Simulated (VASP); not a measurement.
# ZrPt3 (Pm-3m) in VASP: a series of runs

Runs on ZrPt3. Level: LDA. Tasks: single point.

Program: VASP 6.6.1. These are calculated values, not measurements. Logs are shortened: lines on timing, memory, paths and dates and some standing lists are left out, and cuts for length are marked.

### Step 1. The cell of the first run

The structure is cubic, space group Pm-3m (No. 221). The conventional cell has a = 3.945 Å, b = 3.945 Å, c = 3.945 Å, α = 90.00°, β = 90.00°, γ = 90.00°. Zr (site symmetry m-3m) has 12 Pt at 2.79 Å within 3.7 Å. Within 3.7 Å of Pt (site symmetry 4/mmm) lie 4 Zr at 2.79 Å and 8 Pt at 2.79 Å.

### Step 2. Single point, LDA (15.35 Å³/atom)

INCAR

```
SYSTEM = ZrPt3
ALGO     = Normal         ! electronic algorithm
EDIFF    = 1E-6           ! SCF threshold, eV
ENCUT    = 520            ! plane-wave cutoff, eV
GGA      = CA             ! functional
ISIF     = 2              ! what is computed and relaxed
ISMEAR   = -1             ! smearing method
LASPH    = .TRUE.         ! aspherical terms in the spheres
LCHARG   = .FALSE.        ! write CHGCAR
LREAL    = .FALSE.        ! projectors in reciprocal space
LWAVE    = .FALSE.        ! write WAVECAR
NBANDS   = 29             ! bands
NELM     = 80             ! most SCF steps
PREC     = Accurate       ! precision mode
SIGMA    = 0.15           ! smearing width, eV
```

KPOINTS

```
k-points
0
G
  10 10 10
  0 0 0
```

POSCAR

```
ZrPt3
1.0
    3.9450210291      0.0000000000      0.0000000000
    0.0000000000      3.9450210291      0.0000000000
    0.0000000000      0.0000000000      3.9450210291
Zr Pt
1 3
Direct
    0.0000000000      0.0000000000      0.0000000000
    0.0000000000      0.5000000000      0.5000000000
    0.5000000000      0.0000000000      0.5000000000
    0.5000000000      0.5000000000      0.0000000000
```

Potentials or basis: VASP PAW LDA potentials, release 64 (Zr_sv, Pt).

Run with:

```sh
cat potpaw_LDA.64/Zr_sv/POTCAR potpaw_LDA.64/Pt/POTCAR > POTCAR
mpirun -np 1 vasp_std > vasp.out
```

OUTCAR:

```text
SYSTEM = ZrPt3
   EDIFF = 1E-6
   ENCUT = 520
   GGA = CA
   ISIF = 2
   ISMEAR = -1
   LASPH = .TRUE.
   LREAL = .FALSE.
   NELM = 80
   PREC = Accurate

 ion  position               nearest neighbor table
   1  0.000  0.000  0.000-   2 2.79   3 2.79   4 2.79   2 2.79   3 2.79   2 2.79   4 2.79   2 2.79
                             3 2.79   4 2.79   3 2.79   4 2.79
   2  0.000  0.500  0.500-   1 2.79   3 2.79   4 2.79   1 2.79   4 2.79   1 2.79   3 2.79   1 2.79
                             3 2.79   4 2.79   4 2.79   3 2.79
   3  0.500  0.000  0.500-   1 2.79   2 2.79   4 2.79   1 2.79   4 2.79   2 2.79   4 2.79   4 2.79
                             1 2.79   2 2.79   1 2.79   2 2.79
   4  0.500  0.500  0.000-   1 2.79   2 2.79   3 2.79   2 2.79   3 2.79   1 2.79   3 2.79   3 2.79
                             1 2.79   2 2.79   2 2.79   1 2.79

  LATTYP: Found a simple cubic cell.
 ALAT       =     3.9450210291

  Lattice vectors:

 A1 = (   3.9450210291,   0.0000000000,   0.0000000000)
 A2 = (   0.0000000000,   3.9450210291,   0.0000000000)
 A3 = (   0.0000000000,   0.0000000000,   3.9450210291)

Analysis of symmetry for initial positions (statically):
=====================================================================
 Subroutine PRICEL returns:
 Original cell was already a primitive cell.

 Routine SETGRP: Setting up the symmetry group for a
 simple cubic supercell.

 Subroutine GETGRP returns: Found 48 space group operations
 (whereof 48 operations were pure point group operations)
 out of a pool of 48 trial point group operations.

The static configuration has the point symmetry O_h .

Analysis of symmetry for dynamics (positions and initial velocities):
=====================================================================
 Subroutine PRICEL returns:
 Original cell was already a primitive cell.

 Routine SETGRP: Setting up the symmetry group for a
 simple cubic supercell.

 Subroutine GETGRP returns: Found 48 space group operations
 (whereof 48 operations were pure point group operations)
 out of a pool of 48 trial point group operations.

The dynamic configuration has the point symmetry O_h .

 Subroutine INISYM returns: Found 48 space group operations
 (whereof 48 operations are pure point group operations),
 and found     1 'primitive' translations

[... 97 lines left out ...]
   NELM   =     80;   NELMIN=  2; NELMDL= -5     # of ELM steps
   EDIFF  = 0.1E-05   stopping-criterion for ELM
   LREAL  =      F    real-space projection
   EDIFFG = 0.1E-04   stopping-criterion for IOM
   NSW    =      0    number of steps for IOM
   IBRION =     -1    ionic relax: 0-MD 1-quasi-New 2-CG
   NFREE  =      0    steps in history (QN), initial steepest desc. (CG)
   ISIF   =      2    stress and relaxation
   ISYM   =      2    0-nonsym 1-usesym 2-fastsym
   POTIM  = 0.5000    time-step for ionic-motion
   TEBEG  =    0.0;   TEEND  =   0.0 temperature during run
   PSTRESS=    0.0 pullay stress
   NELECT =      42.0000    total number of electrons
   NUPDOWN=      -1.0000    fix difference up-down
   EMIN   =  10.00;   EMAX   =-10.00  energy-range for DOS
   EFERMI =   0.00;   METHOD = LEGACY
   ISMEAR =    -1;   SIGMA  =   0.15  broadening in eV -4-tet -1-fermi 0-gaus
   EFERMI_NEDOS =   21; number of points for ismear=-14 and -15
   IALGO  =     38    algorithm
   IMIX   =      4    mixing-type and parameters
     AMIX     =   0.40;   BMIX     =  1.00
     AMIX_MAG =   1.60;   BMIX_MAG =  1.00
  volume/ion in A,a.u.               =      15.35       103.58
  Fermi-wavevector in a.u.,A,eV,Ry     =   1.442476  2.725884 28.310147  2.080737
  Thomas-Fermi vector in A             =   2.560992
   LORBIT       =      0    0 simple, 1 ext, 2 COOP (PROOUT), +10 PAW based schemes
   GGA     = CA    functional components
   LHFCALC =     F    Hartree Fock is set to
   AEXX    =    0.0000 exact exchange contribution
   IVDW    =     0    specifies the selected vdW correction
   LEPSILON=     F    determine dielectric tensor
   LRPA    =     F    only Hartree local field effects (RPA)
 non-spin polarized calculation
  energy-cutoff  :      520.00
  volume of cell :       61.40
 maximum number of plane-waves:      1671
 NGX is ok and might be reduce to    30
   NGX = 15   NGY = 15   NGZ = 15

 number of electron      42.0000007 magnetization

 Free energy of the ion-electron system (eV)
  ---------------------------------------------------
  ext. energy  EPLUGINS =         0.00000000
  ---------------------------------------------------
  free energy    TOTEN  =       -36.08742775 eV

  energy without entropy =      -36.04145933  energy(sigma->0) =      -36.06444354

 E-fermi :  12.7087     XC(G=0): -13.5272

 val. band max:       12.4525177243   @ k =   0.5000   0.5000   0.5000
 cond. band min:      12.7579677215   @ k =   0.5000   0.0000   0.0000
 fundamental gap:      0.3054499972
 Fermi energy:        12.7086539972

 k-point     1 :       0.0000    0.0000    0.0000
  band No.  band energies     occupation
      1     -36.7704      2.00000
      2     -14.9890      2.00000
      3     -14.9890      2.00000
      4     -14.9890      2.00000
      5       2.4103      2.00000
      6       4.9908      2.00000
[... 757 lines left out ...]
     28      18.8458      0.00000
     29      19.4464      0.00000

 [... further k-points ...]

------------------------ aborting loop because EDIFF is reached ----------------------------------------

  FORCE on cell =-STRESS in cart. coord.  units (eV):
  Direction    XX          YY          ZZ          XY          YZ          ZX
  --------------------------------------------------------------------------------------
  -------------------------------------------------------------------------------------
  Total        2.4703792      2.4703792      2.4703792      0.0000000      0.0000000     -0.0000000
  in kB       64.4653346     64.4653346     64.4653346      0.0000000      0.0000000     -0.0000000
  external PRESSURE =      64.4653346 kB  Pullay stress =       0.0000000 kB

 VOLUME and BASIS-vectors are now :
 -----------------------------------------------------------------------------
  energy-cutoff  :      520.00
  volume of cell :       61.40
      direct lattice vectors                 reciprocal lattice vectors
     3.945021029  0.000000000  0.000000000     0.253484073  0.000000000  0.000000000
     0.000000000  3.945021029  0.000000000     0.000000000  0.253484073  0.000000000
     0.000000000  0.000000000  3.945021029     0.000000000  0.000000000  0.253484073

 POSITION                                       TOTAL-FORCE (eV/Angst)
 -----------------------------------------------------------------------------------
      0.00000      0.00000      0.00000         0.000000      0.000000      0.000000
      0.00000      1.97251      1.97251         0.000000      0.000000      0.000000
      1.97251      0.00000      1.97251         0.000000      0.000000      0.000000
      1.97251      1.97251      0.00000         0.000000      0.000000      0.000000
 -----------------------------------------------------------------------------------
    total drift:                                0.000000      0.000000     -0.000000

  FREE ENERGIE OF THE ION-ELECTRON SYSTEM (eV)
  ---------------------------------------------------
  free  energy   TOTEN  =       -36.0874277505 eV

  energy  without entropy=      -36.0414593287  energy(sigma->0) =      -36.06444354
```

stdout:

```text
POSCAR found type information on POSCAR ZrPt
 POSCAR found :  2 types and       4 ions
 scaLAPACK will be used
 LDA part: xc-table for (Slater(with rela. corr.)+CA(PZ))
 , standard interpolation
 POSCAR, INCAR and KPOINTS ok, starting setup
 FFT: planning ... GRIDC
 FFT: planning ... GRID_SOFT
 FFT: planning ... GRID
 WAVECAR not read
 entering main loop
```

It took 75 s on 1 thread of AMD EPYC 7R43 (Zen 3), shared host; peak memory 0.17 GiB.

What came out:

```
Free energy            : -36.0874 eV
Pressure               : 6.4 GPa
Band gap on the k mesh : zero (bands 21 and 22 overlap by 1.91 eV)
```

Levels at points of the mesh, in eV from the Fermi level:
| k point | band 17 | band 18 | band 19 | band 20 | band 21 | band 22 | band 23 | band 24 | band 25 | band 26 |
| --- | --- | --- | --- | --- | --- | --- | --- | --- | --- | --- |
| (0.00, 0.00, 0.00) | -1.00 | -0.40 | -0.40 | -0.40 | 1.65 | 1.65 | 1.65 | 2.38 | 2.38 | 4.10 |
| (0.50, 0.00, 0.00) | -3.12 | -3.05 | -3.05 | -1.78 | -0.39 | 0.05 | 0.05 | 1.43 | 1.50 | 3.91 |
| (0.50, 0.50, 0.00) | -3.42 | -3.42 | -3.08 | -2.86 | -2.61 | 0.83 | 0.83 | 1.12 | 1.12 | 1.44 |
| (0.50, 0.50, 0.50) | -1.37 | -0.89 | -0.89 | -0.89 | -0.26 | -0.26 | -0.26 | 1.60 | 1.60 | 1.60 |

Caveat: the cell stands under pressure; spin-orbit coupling is left out, which moves the levels of the heavy elements.

### Step 3. Single point, LDA (15.98 Å³/atom)

This run uses another cell than the first one, of 15.98 Å³/atom.

INCAR

```
PREC = Accurate
ENCUT = 520
EDIFF = 1E-6
ISMEAR = -1
SIGMA = 0.15
LREAL = F
LASPH = T
NELM = 80
ALGO = Fast
ISIF = 2
LWAVE = F
LCHARG = F
GGA = CA
NBANDS = 29
```

KPOINTS

```
regular mesh
0
Gamma
  10 10 10
```

POSCAR

```
ZrPt3
1.0
    3.9979806510      0.0000000000      0.0000000000
    0.0000000000      3.9979806510      0.0000000000
    0.0000000000      0.0000000000      3.9979806510
Zr Pt
1 3
Direct
    0.0000000000      0.0000000000      0.0000000000
    0.0000000000      0.5000000000      0.5000000000
    0.5000000000      0.0000000000      0.5000000000
    0.5000000000      0.5000000000      0.0000000000
```

Potentials or basis: VASP PAW LDA potentials, release 64 (Zr_sv, Pt).

Run with:

```sh
cat potpaw_LDA.64/Zr_sv/POTCAR potpaw_LDA.64/Pt/POTCAR > POTCAR
mpirun -np 1 vasp_std > vasp.out
```

Wall time 2.5 min (1 thread of AMD EPYC 7R43 (Zen 3), shared host); peak memory 0.17 GiB.

The run converged. Its results:

```yaml
Free_energy: -36.1029 eV
Pressure: -4.3 GPa
Band_gap_on_the_k_mesh: zero (bands 21 and 22 overlap by 1.88 eV)
```

Levels at points of the mesh, in eV from the Fermi level:
| k point | band 17 | band 18 | band 19 | band 20 | band 21 | band 22 | band 23 | band 24 | band 25 | band 26 |
| --- | --- | --- | --- | --- | --- | --- | --- | --- | --- | --- |
| (0.00, 0.00, 0.00) | -0.98 | -0.41 | -0.41 | -0.41 | 1.65 | 1.65 | 1.65 | 2.25 | 2.25 | 3.90 |
| (0.50, 0.00, 0.00) | -2.95 | -2.89 | -2.89 | -1.70 | -0.41 | 0.09 | 0.09 | 1.37 | 1.49 | 3.72 |
| (0.50, 0.50, 0.00) | -3.24 | -3.24 | -2.89 | -2.72 | -2.47 | 0.83 | 0.83 | 1.02 | 1.02 | 1.44 |
| (0.50, 0.50, 0.50) | -1.19 | -0.88 | -0.88 | -0.88 | -0.23 | -0.23 | -0.23 | 1.50 | 1.50 | 1.50 |

Caveat: the cell stands under tension; spin-orbit coupling is left out, which moves the levels of the heavy elements.

The gap in the log of VASP goes by the Fermi energy; the results here count the filled bands.